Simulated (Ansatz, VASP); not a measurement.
# Ag in VASP and in Ansatz

File POSCAR:

```
Ag
1.0
    0.0000000000      1.6815875960      1.6815875960
    1.6815875960      0.0000000000      1.6815875960
    1.6815875960      1.6815875960      0.0000000000
Ag
1
Direct
    0.0000000000      0.0000000000      0.0000000000
```

The input INCAR.step1:

```
  PREC = Accurate
  ENCUT = 520
  ISMEAR = -1
  SIGMA = 0.1
  LREAL = F
  LASPH = T
  NELM = 100
  NBANDS = 12
  GGA = PE
  ALGO = Normal
  EDIFF = 1E-4
  LWAVE = T
  LCHARG = F
```

INCAR.step2

```
  PREC = Accurate
  ENCUT = 520
  EDIFF = 1E-6
  ISMEAR = -1
  SIGMA = 0.1
  LREAL = F
  LASPH = T
  NELM = 100
  ALGO = Normal
  ISIF = 2
  LWAVE = F
  LCHARG = T
  METAGGA = R2SCAN
  LMIXTAU = T
  LELF = T
  LVHAR = T
  NBANDS = 12
  ISTART = 1
```

The input KPOINTS:

```
regular mesh
0
Gamma
  18 18 18
```

Input for Ansatz:

```yaml
crystal:
  lattice:
    - [0.0, 1.681587596, 1.681587596]
    - [1.681587596, 0.0, 1.681587596]
    - [1.681587596, 1.681587596, 0.0]
  atoms:
    - { symbol: Ag, position: [0.0, 0.0, 0.0] }
kpoints:
  mp_grid: { grid: [18, 18, 18] }
scf:
  occupations: { method: fermi_dirac, width: 0.1 }
hamiltonian:
  xc: r2scan
  pseudopotentials: { kind: paw }
output:
  forces: true
  stress: true
  eigenvalues: true
  populations: true
```

Change from the starting cell: volume scaled by 0.55, PAW files.

Alike in both runs: task single point; functional r2SCAN; k mesh 18 × 18 × 18; occupations fermi-dirac, width 0.1 eV; no spin polarisation.

|  | VASP | Ansatz |
| --- | --- | --- |
| version | VASP 6.6.1 | Ansatz 0.2.0 |
| potentials or method | VASP PAW PBE potentials, release 64 (Ag) | PAW with Ansatz's default frozen-core files, scalar-relativistic |
| plane-wave cutoff (eV) | 520 | 500 |
| valence electrons in the cell | 11 | 19 |

VASP gave:

```
pressure (GPa) : 332.3
```

**Question.** Estimate Ansatz's values.

**Answer.** Pressure (GPa): 325.8.

VASP's potentials were made for PBE, not for r2SCAN. Both programs put the cell under a high pressure, so it lies far from rest at this level. VASP's potentials hold 11 valence electrons a cell and Ansatz's 19, so a difference there can come from the potentials and not from the codes.

Noted on VASP's run: the cell as given lies far from equilibrium.
